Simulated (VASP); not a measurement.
A run of VASP 6.6.1 is set up as follows.

The input INCAR:

```
SYSTEM = LiBr
PREC = Accurate
ENCUT = 650
EDIFF = 1E-8
ISMEAR = -1
SIGMA = 0.03
LREAL = .False.
LASPH = .True.
NELM = 120
ALGO = Normal
ISIF = 2
LWAVE = .False.
LCHARG = .False.
GGA = PE
LEFG = .True.
NBANDS = 12
GGA_COMPAT = .False.
```

The input KPOINTS:

```
Automatic mesh
0
Gamma
  8 8 8
  0 0 0
```

The input POSCAR:

```
LiBr
1.0
   -0.0205837500      2.7445000000      2.7445000000
    2.7445000000     -0.0205837500      2.7445000000
    2.7239162500      2.7239162500      0.0000000000
Li Br
1 1
Direct
    0.0000000000      0.0000000000      0.0000000000
    0.5000000000      0.5000000000      0.5000000000
```

Potentials or basis: VASP PAW PBE potentials, release 64 (Li_sv, Br).

Command:

```console
$ cat potpaw_PBE.64/Li_sv/POTCAR potpaw_PBE.64/Br/POTCAR > POTCAR
$ mpirun -np 1 vasp_std > vasp.out
```

(1) What does it give for the band gap on the k mesh?

(2) Estimate the pressure.

## Answers

(1) 4.93 eV, direct.

(2) 0.2 GPa.

Caveat: the cell differs from its parent crystal (xy shear strain of -1.5 %); without QUAD_EFG the Cq values of the log hold for a quadrupole moment of 1 mb, not for the nuclei.
